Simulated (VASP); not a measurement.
# Ti (P6/mmm) in VASP: further runs

Aim: see how the results for Ti move with the level of theory and the settings. Levels: PBEsol, LDA. Tasks: single point.

Program: VASP 6.6.1. These are calculated values, not measurements. Logs are shortened: lines on timing, memory, paths and dates and some standing lists are left out, and cuts for length are marked.

### Step 1. The cell of the first run

The structure is hexagonal, space group P6/mmm (No. 191). Conventional cell: a = 4.506 Å, b = 4.506 Å, c = 2.788 Å, α = 90.00°, β = 90.00°, γ = 120.00°. Within 3.4 Å of Ti (site symmetry -6m2) lie 11 Ti at 2.60 to 2.95 Å. Within 3.7 Å of Ti (site symmetry 6/mmm) lie 14 Ti at 2.79 to 2.95 Å.

### Step 2. Single point, PBEsol (volume scaled by 0.96)

INCAR

```
SYSTEM = Ti
ALGO = Fast
EDIFF = 1E-6
ENCUT = 520
GGA = PS
ISIF = 2
ISMEAR = -1
LASPH = .True.
LCHARG = .False.
LREAL = .False.
LWAVE = .False.
NBANDS = 25
NELM = 100
PREC = Accurate
SIGMA = 0.05
```

KPOINTS

```
k-points
0
Gamma
  7 7 9
  0 0 0
```

POSCAR

```
Ti
1.0
    4.5056459821      0.0000000000      0.0000000000
   -2.2528229910      3.9020038809      0.0000000000
    0.0000000000      0.0000000000      2.7880470975
Ti
3
Direct
    0.6666666667      0.3333333333      0.5000000000
    0.3333333333      0.6666666667      0.5000000000
    0.0000000000      0.0000000000      0.0000000000
```

Potentials or basis: VASP PAW PBE potentials, release 64 (Ti_sv).

The run is started by

```sh
$ cat potpaw_PBE.64/Ti_sv/POTCAR > POTCAR
$ mpirun -np 1 vasp_std > vasp.out
```

OUTCAR:

```text
SYSTEM = Ti
   EDIFF = 1E-6
   ENCUT = 520
   GGA = PS
   ISIF = 2
   ISMEAR = -1
   LASPH = .True.
   LREAL = .False.
   NELM = 100
   PREC = Accurate

 ion  position               nearest neighbor table
   1  0.667  0.333  0.500-   2 2.60   2 2.60   2 2.60
   2  0.333  0.667  0.500-   1 2.60   1 2.60   1 2.60
   3  0.000  0.000  0.000-

  LATTYP: Found a hexagonal cell.
 ALAT       =     4.5056459821
 C/A-ratio  =     0.6187896494

  Lattice vectors:

 A1 = (   4.5056459821,   0.0000000000,   0.0000000000)
 A2 = (  -2.2528229910,   3.9020038809,   0.0000000000)
 A3 = (   0.0000000000,   0.0000000000,   2.7880470975)

Analysis of symmetry for initial positions (statically):
=====================================================================
 Subroutine PRICEL returns:
 Original cell was already a primitive cell.

 Routine SETGRP: Setting up the symmetry group for a
 hexagonal supercell.

 Subroutine GETGRP returns: Found 24 space group operations
 (whereof 24 operations were pure point group operations)
 out of a pool of 24 trial point group operations.

The static configuration has the point symmetry D_6h.

Analysis of symmetry for dynamics (positions and initial velocities):
=====================================================================
 Subroutine PRICEL returns:
 Original cell was already a primitive cell.

 Routine SETGRP: Setting up the symmetry group for a
 hexagonal supercell.

 Subroutine GETGRP returns: Found 24 space group operations
 (whereof 24 operations were pure point group operations)
 out of a pool of 24 trial point group operations.

The dynamic configuration has the point symmetry D_6h.

 Subroutine INISYM returns: Found 24 space group operations
 (whereof 24 operations are pure point group operations),
 and found     1 'primitive' translations

----------------------------------------------------------------------------------------

                                     Primitive cell

  volume of cell :      49.0168

  direct lattice vectors                    reciprocal lattice vectors
     4.505645982  0.000000000  0.000000000     0.221943758  0.128139288  0.000000000
    -2.252822991  3.902003881  0.000000000     0.000000000  0.256278576  0.000000000
     0.000000000  0.000000000  2.788047097     0.000000000  0.000000000  0.358673998

  length of vectors
     4.505645982  4.505645982  2.788047097     0.256278576  0.256278576  0.358673998

  position of ions in fractional coordinates (direct lattice)
     0.666666667  0.333333333  0.500000000
     0.333333333  0.666666667  0.500000000
     0.000000000  0.000000000  0.000000000

  ion indices of the primitive-cell ions
   primitive index   ion index
                 1           1
                 2           2
                 3           3

----------------------------------------------------------------------------------------

 KPOINTS: k-points

Automatic generation of k-mesh.
 Grid dimensions read from file:
 generate k-points for:    7    7    9

 Generating k-lattice:

  Cartesian coordinates                     Fractional coordinates (reciprocal lattice)
     0.031706251  0.018305613  0.000000000     0.142857143  0.000000000  0.000000000
     0.000000000  0.036611225  0.000000000     0.000000000  0.142857143  0.000000000
     0.000000000  0.000000000  0.039852666     0.000000000  0.000000000  0.111111111

  Length of vectors
     0.036611225  0.036611225  0.039852666

  Shift w.r.t. Gamma in fractional coordinates (k-lattice)
     0.000000000  0.000000000  0.000000000

 Subroutine IBZKPT returns following result:
 ===========================================

 Found     40 irreducible k-points:

 Following reciprocal coordinates:
            Coordinates               Weight
  0.000000  0.000000  0.000000      1.000000
  0.142857  0.000000  0.000000      6.000000
  0.285714 -0.000000  0.000000      6.000000
  0.428571 -0.000000  0.000000      6.000000
  0.142857  0.142857  0.000000      6.000000
  0.285714  0.142857  0.000000     12.000000
[... 16 lines left out ...]
  0.428571  0.142857  0.222222     12.000000
  0.285714  0.285714  0.222222     12.000000
 [... further k-points ...]
   k-points           NKPTS =     40   k-points in BZ     NKDIM =     40   number of bands    NBANDS=     25
   number of dos      NEDOS =    301   number of ions     NIONS =      3
   total plane-waves  NPLWV =  31104
   dimension x,y,z NGX =    36 NGY =   36 NGZ =   24
   dimension x,y,z NGXF=    72 NGYF=   72 NGZF=   48
   ions per type =               3
   NGX,Y,Z   is equivalent  to a cutoff of  13.28, 13.28, 14.31 a.u.
   NGXF,Y,Z  is equivalent  to a cutoff of  26.57, 26.57, 28.62 a.u.
 SYSTEM =  Ti
   PREC   = accura    normal or accurate (medium, high low for compatibility)
   ISTART =      0    job   : 0-new  1-cont  2-samecut
   ICHARG =      2    charge: 1-file 2-atom 10-const
   ISPIN  =      1    spin polarized calculation?
   LNONCOLLINEAR =      F non collinear calculations
   LSORBIT =      F    spin-orbit coupling
   LASPH  =      T    aspherical Exc in radial PAW
   ENCUT  =  520.0 eV  38.22 Ry    6.18 a.u.   8.38  8.38  5.18*2*pi/ulx,y,z
   NELM   =    100;   NELMIN=  2; NELMDL= -5     # of ELM steps
   EDIFF  = 0.1E-05   stopping-criterion for ELM
   LREAL  =      F    real-space projection
   EDIFFG = 0.1E-04   stopping-criterion for IOM
   NSW    =      0    number of steps for IOM
   IBRION =     -1    ionic relax: 0-MD 1-quasi-New 2-CG
   NFREE  =      0    steps in history (QN), initial steepest desc. (CG)
   ISIF   =      2    stress and relaxation
   ISYM   =      2    0-nonsym 1-usesym 2-fastsym
   POTIM  = 0.5000    time-step for ionic-motion
   TEBEG  =    0.0;   TEEND  =   0.0 temperature during run
   PSTRESS=    0.0 pullay stress
   NELECT =      36.0000    total number of electrons
   NUPDOWN=      -1.0000    fix difference up-down
   EMIN   =  10.00;   EMAX   =-10.00  energy-range for DOS
   EFERMI =   0.00;   METHOD = LEGACY
   ISMEAR =    -1;   SIGMA  =   0.05  broadening in eV -4-tet -1-fermi 0-gaus
   EFERMI_NEDOS =   21; number of points for ismear=-14 and -15
   IALGO  =     68    algorithm
   IMIX   =      4    mixing-type and parameters
     AMIX     =   0.40;   BMIX     =  1.00
     AMIX_MAG =   1.60;   BMIX_MAG =  1.00
  volume/ion in A,a.u.               =      16.34       110.26
  Fermi-wavevector in a.u.,A,eV,Ry     =   1.477046  2.791212 29.683356  2.181665
  Thomas-Fermi vector in A             =   2.591498
   LORBIT       =      0    0 simple, 1 ext, 2 COOP (PROOUT), +10 PAW based schemes
   GGA     = PS    functional components
   LHFCALC =     F    Hartree Fock is set to
   AEXX    =    0.0000 exact exchange contribution
   IVDW    =     0    specifies the selected vdW correction
   LEPSILON=     F    determine dielectric tensor
   LRPA    =     F    only Hartree local field effects (RPA)
 non-spin polarized calculation
 RMM-DIIS sequential band-by-band and
  energy-cutoff  :      520.00
  volume of cell :       49.02
 maximum number of plane-waves:      1337
 NGX is ok and might be reduce to    36
   NGX = 17   NGY = 17   NGZ = 11

 number of electron      36.0000010 magnetization

 Free energy of the ion-electron system (eV)
  ---------------------------------------------------
  ext. energy  EPLUGINS =         0.00000000
  ---------------------------------------------------
  free energy    TOTEN  =       -25.07054207 eV

  energy without entropy =      -25.04826204  energy(sigma->0) =      -25.05940205

 E-fermi :   8.7484     XC(G=0): -11.9303

 val. band max:        8.7421504637   @ k =   0.4286   0.1429   0.3333
 cond. band min:       8.7825218223   @ k =   0.4286   0.1429   0.2222
 fundamental gap:      0.0403713586
 Fermi energy:         8.7484196455

 k-point     1 :       0.0000    0.0000    0.0000
  band No.  band energies     occupation
      1     -47.8109      2.00000
      2     -47.5543      2.00000
      3     -47.3623      2.00000
      4     -24.2437      2.00000
      5     -24.2437      2.00000
      6     -24.1682      2.00000
[... 17 lines left out ...]
     24      10.7463      0.00000
     25      10.7475      0.00000

 k-point     2 :       0.1429    0.0000    0.0000
  band No.  band energies     occupation
      1     -47.8066      2.00000
      2     -47.5493      2.00000
      3     -47.3718      2.00000
      4     -24.3219      2.00000
      5     -24.2985      2.00000
      6     -24.0878      2.00000
[... 17 lines left out ...]
     24      10.3746      0.00000
     25      11.1680      0.00000

 k-point     3 :       0.2857   -0.0000    0.0000
  band No.  band energies     occupation
      1     -47.7974      2.00000
      2     -47.5337      2.00000
      3     -47.3976      2.00000
      4     -24.4058      2.00000
      5     -24.2992      2.00000
      6     -23.9984      2.00000
[... 17 lines left out ...]
     24      10.7582      0.00000
     25      11.6305      0.00000

 k-point     4 :       0.4286   -0.0000    0.0000
  band No.  band energies     occupation
      1     -47.7904      2.00000
      2     -47.5119      2.00000
      3     -47.4271      2.00000
      4     -24.4527      2.00000
      5     -24.2308      2.00000
      6     -24.0015      2.00000
[... 17 lines left out ...]
     24      11.1217      0.00000
     25      11.3732      0.00000
[... 477 lines left out ...]
 k-point    22 :       0.2857    0.1429    0.2222
  band No.  band energies     occupation
      1     -47.7633      2.00000
      2     -47.4910      2.00000
      3     -47.3929      2.00000
      4     -24.3369      2.00000
      5     -24.2604      2.00000
      6     -24.1066      2.00000
[... 17 lines left out ...]
     24      11.0448      0.00000
     25      11.3745      0.00000

 k-point    23 :       0.4286    0.1429    0.2222
  band No.  band energies     occupation
      1     -47.7613      2.00000
      2     -47.4719      2.00000
      3     -47.4142      2.00000
      4     -24.3506      2.00000
      5     -24.2194      2.00000
      6     -24.1626      2.00000
[... 17 lines left out ...]
     24      11.2778      0.00000
     25      11.4955      0.00000

 k-point    24 :       0.2857    0.2857    0.2222
  band No.  band energies     occupation
      1     -47.7610      2.00000
      2     -47.4628      2.00000
      3     -47.4237      2.00000
      4     -24.3057      2.00000
      5     -24.2527      2.00000
      6     -24.1945      2.00000
[... 17 lines left out ...]
     24      11.4790      0.00000
     25      11.5033      0.00000

 [... further k-points ...]
[... 5 lines left out ...]
  --------------------------------------------------------------------------------------
  -------------------------------------------------------------------------------------
  Total        0.1619671      0.1619671      0.2686784      0.0000000      0.0000000      0.0000000
  in kB        5.2941058      5.2941058      8.7821022      0.0000000      0.0000000      0.0000000
  external PRESSURE =       6.4567713 kB  Pullay stress =       0.0000000 kB

 VOLUME and BASIS-vectors are now :
 -----------------------------------------------------------------------------
  energy-cutoff  :      520.00
  volume of cell :       49.02
      direct lattice vectors                 reciprocal lattice vectors
     4.505645982  0.000000000  0.000000000     0.221943758  0.128139288  0.000000000
    -2.252822991  3.902003881  0.000000000     0.000000000  0.256278576  0.000000000
     0.000000000  0.000000000  2.788047097     0.000000000  0.000000000  0.358673998

 POSITION                                       TOTAL-FORCE (eV/Angst)
 -----------------------------------------------------------------------------------
      2.25282      1.30067      1.39402        -0.000000     -0.000000     -0.000000
     -0.00000      2.60134      1.39402         0.000000      0.000000      0.000000
      0.00000      0.00000      0.00000         0.000000      0.000000     -0.000000
 -----------------------------------------------------------------------------------
    total drift:                                0.000000      0.000000     -0.000000

  FREE ENERGIE OF THE ION-ELECTRON SYSTEM (eV)
  ---------------------------------------------------
  free  energy   TOTEN  =       -25.0705420684 eV

  energy  without entropy=      -25.0482620366  energy(sigma->0) =      -25.05940205
```

Run time: 3.8 min. Hardware: 1 thread of AMD EPYC 7R43 (Zen 3), shared host; peak memory 0.15 GiB.

What came out:

```
Free energy            : -25.0705 eV
Pressure               : 0.6 GPa
Band gap on the k mesh : zero (band 18 reaches 8.95 eV, above the bottom of band 19 at 8.65 eV)
```

Levels at points of the mesh, in eV from the Fermi level:
```
           k point  band 15  band 16  band 17  band 18  band 19  band 20  band 21  band 22
(0.00, 0.00, 0.00)    -0.71    -0.71    -0.61    -0.61    -0.02     0.71     1.35     1.35
```

Caveat: the cell differs from its parent crystal (volume scaled by 0.96); the PAW data sets were made with another functional, which shifts forces and pressure a little.

### Step 3. Single point, LDA (volume scaled by 0.98)

INCAR

```
PREC = Accurate
ENCUT = 520
EDIFF = 1E-7
ISMEAR = -1
SIGMA = 0.05
LREAL = F
LASPH = T
NELM = 100
ALGO = Normal
ISIF = 2
LWAVE = F
LCHARG = T
GGA = CA
LELF = T
LVHAR = T
NBANDS = 25
```

KPOINTS

```
regular mesh
0
Gamma
  7 7 9
```

POSCAR

```
Ti
1.0
    4.5367203846      0.0000000000      0.0000000000
   -2.2683601923      3.9289151029      0.0000000000
    0.0000000000      0.0000000000      2.8072756161
Ti
3
Direct
    0.6666666667      0.3333333333      0.5000000000
    0.3333333333      0.6666666667      0.5000000000
    0.0000000000      0.0000000000      0.0000000000
```

Potentials or basis: VASP PAW LDA potentials, release 64 (Ti_sv).

The run is started by

```sh
$ cat potpaw_LDA.64/Ti_sv/POTCAR > POTCAR
$ mpirun -np 1 vasp_std > vasp.out
```

OUTCAR:

```text
PREC = Accurate
   ENCUT = 520
   EDIFF = 1E-7
   ISMEAR = -1
   LREAL = F
   LASPH = T
   NELM = 100
   ISIF = 2
   GGA = CA

 ion  position               nearest neighbor table
   1  0.667  0.333  0.500-   2 2.62   2 2.62   2 2.62
   2  0.333  0.667  0.500-   1 2.62   1 2.62   1 2.62
   3  0.000  0.000  0.000-

  LATTYP: Found a hexagonal cell.
 ALAT       =     4.5367203846
 C/A-ratio  =     0.6187896494

  Lattice vectors:

 A1 = (   4.5367203846,   0.0000000000,   0.0000000000)
[... 191 lines left out ...]
      4     -24.4379      2.00000
      5     -24.4379      2.00000
      6     -24.3479      2.00000
[... 661 lines left out ...]
     24      11.0300      0.00000
     25      11.0628      0.00000

 [... further k-points ...]
[... 5 lines left out ...]
  --------------------------------------------------------------------------------------
  -------------------------------------------------------------------------------------
  Total       -1.9484693     -1.9484693     -1.7660560      0.0000000      0.0000000      0.0000000
  in kB      -62.3884864    -62.3884864    -56.5477528      0.0000000      0.0000000      0.0000000
  external PRESSURE =     -60.4415752 kB  Pullay stress =       0.0000000 kB

 VOLUME and BASIS-vectors are now :
 -----------------------------------------------------------------------------
  energy-cutoff  :      520.00
  volume of cell :       50.04
      direct lattice vectors                 reciprocal lattice vectors
     4.536720385  0.000000000  0.000000000     0.220423547  0.127261594  0.000000000
    -2.268360192  3.928915103  0.000000000     0.000000000  0.254523189  0.000000000
     0.000000000  0.000000000  2.807275616     0.000000000  0.000000000  0.356217250

 POSITION                                       TOTAL-FORCE (eV/Angst)
 -----------------------------------------------------------------------------------
      2.26836      1.30964      1.40364         0.000000      0.000000      0.000000
     -0.00000      2.61928      1.40364        -0.000000      0.000000      0.000000
      0.00000      0.00000      0.00000         0.000000      0.000000      0.000000
 -----------------------------------------------------------------------------------
    total drift:                                0.000000      0.000000     -0.000000

  FREE ENERGIE OF THE ION-ELECTRON SYSTEM (eV)
  ---------------------------------------------------
  free  energy   TOTEN  =       -25.6834148843 eV

  energy  without entropy=      -25.6597782023  energy(sigma->0) =      -25.67159654
```

OSZICAR:

```text
N       E                     dE             d eps       ncg     rms          rms(c)
DAV:   1     0.425571598846E+03    0.42557E+03   -0.18646E+04  2000   0.178E+03
DAV:   2     0.187820678941E+02   -0.40679E+03   -0.40002E+03  2036   0.514E+02
DAV:   3    -0.253648036594E+02   -0.44147E+02   -0.43194E+02  3715   0.145E+02
DAV:   4    -0.286731341143E+02   -0.33083E+01   -0.32906E+01  2716   0.364E+01
DAV:   5    -0.288406576516E+02   -0.16752E+00   -0.16744E+00  3154   0.686E+00    0.149E+01
DAV:   6    -0.256948521725E+02    0.31458E+01   -0.11492E+01  2576   0.318E+01    0.378E+00
DAV:   7    -0.256979994186E+02   -0.31472E-02   -0.14767E+00  2935   0.929E+00    0.290E+00
DAV:   8    -0.256766585687E+02    0.21341E-01   -0.57959E-01  3103   0.792E+00    0.234E+00
DAV:   9    -0.256985605336E+02   -0.21902E-01   -0.43055E-01  2852   0.674E+00    0.969E-01
DAV:  10    -0.256827497288E+02    0.15811E-01   -0.89548E-02  2717   0.335E+00    0.893E-02
DAV:  11    -0.256832772954E+02   -0.52757E-03   -0.63986E-03  2694   0.693E-01    0.138E-01
DAV:  12    -0.256834322483E+02   -0.15495E-03   -0.68832E-04  2849   0.219E-01    0.483E-02
DAV:  13    -0.256834165778E+02    0.15670E-04   -0.17532E-04  2966   0.121E-01    0.101E-02
DAV:  14    -0.256834146035E+02    0.19743E-05   -0.12951E-05  2852   0.426E-02    0.421E-03
DAV:  15    -0.256834148575E+02   -0.25398E-06   -0.81518E-07  2502   0.102E-02    0.214E-03
DAV:  16    -0.256834148843E+02   -0.26826E-07   -0.25174E-07  1918   0.468E-03
   1 F= -.25683415E+02 E0= -.25671597E+02  d E =-.236367E-01
```

It took 71 s on 1 thread of AMD EPYC 7R43 (Zen 3), shared host; peak memory 0.14 GiB.

What came out:

```yaml
Free_energy: -25.6834 eV
Pressure: -6.0 GPa
Band_gap_on_the_k_mesh: zero (band 18 reaches 8.59 eV, above the bottom of band 19 at 8.31 eV)
```

Stress tensor (GPa, compression positive):
```
-6.24  0.00  0.00
 0.00 -6.24  0.00
 0.00  0.00 -5.65
```

Caveat: the cell differs from its parent crystal (volume scaled by 0.98).

### Step 4. Single point, LDA

This run uses another cell than the first one, of 17.02 Å³/atom, 1.042 times its volume.

INCAR

```
SYSTEM = Ti
  ALGO = Normal
  EDIFF = 1E-6
  ENCUT = 520
  ISIF = 2
  ISMEAR = -1
  LASPH = .True.
  LCHARG = .True.
  LELF = .True.
  LREAL = .False.
  LVHAR = .True.
  LWAVE = .False.
  NBANDS = 25
  NELM = 100
  PREC = Accurate
  SIGMA = 0.05
```

KPOINTS

```
k-points
0
Gamma
  7 7 9
  0 0 0
```

POSCAR

```
Ti
1.0
    4.5673748306      0.0000000000      0.0000000000
   -2.2836874153      3.9554626319      0.0000000000
    0.0000000000      0.0000000000      2.8262442700
Ti
3
Direct
    0.6666666667      0.3333333333      0.5000000000
    0.3333333333      0.6666666667      0.5000000000
    0.0000000000      0.0000000000      0.0000000000
```

The run is started by

```sh
$ cat potpaw_LDA.64/Ti_sv/POTCAR > POTCAR
$ mpirun -np 1 vasp_std > vasp.out
```

Wall time 63 s (1 thread of AMD EPYC 7R43 (Zen 3), shared host); peak memory 0.14 GiB.

Results (log left out):

```yaml
Free_energy: -25.6386 eV
Pressure: -8.1 GPa
Band_gap_on_the_k_mesh: zero (band 18 reaches 8.36 eV, above the bottom of band 19 at 8.10 eV)
```

Stress tensor (GPa, compression positive):
```
-8.25  0.00  0.00
 0.00 -8.25  0.00
 0.00  0.00 -7.78
```

Levels at points of the mesh, in eV from the Fermi level:
| k point | band 16 | band 17 | band 18 | band 19 | band 20 | band 21 |
| --- | --- | --- | --- | --- | --- | --- |
| (0.00, 0.00, 0.00) | -0.69 | -0.57 | -0.57 | -0.04 | 0.65 | 1.27 |

### Step 5. Overview

```csv
level,potentials or basis,cell,gap on the mesh (eV),pressure (GPa)
PBEsol,"VASP PAW PBE potentials, release 64 (Ti_sv)","a = 4.506, b = 4.506, c = 2.788 Å, angles 90.0, 90.0, 120.0°, 3 atoms",none,0.6
LDA,"VASP PAW LDA potentials, release 64 (Ti_sv)","a = 4.537, b = 4.537, c = 2.807 Å, angles 90.0, 90.0, 120.0°, 3 atoms",none,-6.0
LDA,"VASP PAW LDA potentials, release 64 (Ti_sv)","a = 4.567, b = 4.567, c = 2.826 Å, angles 90.0, 90.0, 120.0°, 3 atoms",none,-8.1
```

Alike in all rows: task single point; no spin polarisation; k mesh 7 × 7 × 9; cutoff (eV) 520; smearing fermi-dirac 0.05 eV.

Caveats: the PAW data sets were made with another functional, which shifts forces and pressure a little (some runs).

Absolute energies hang on the potentials; compare differences alone.
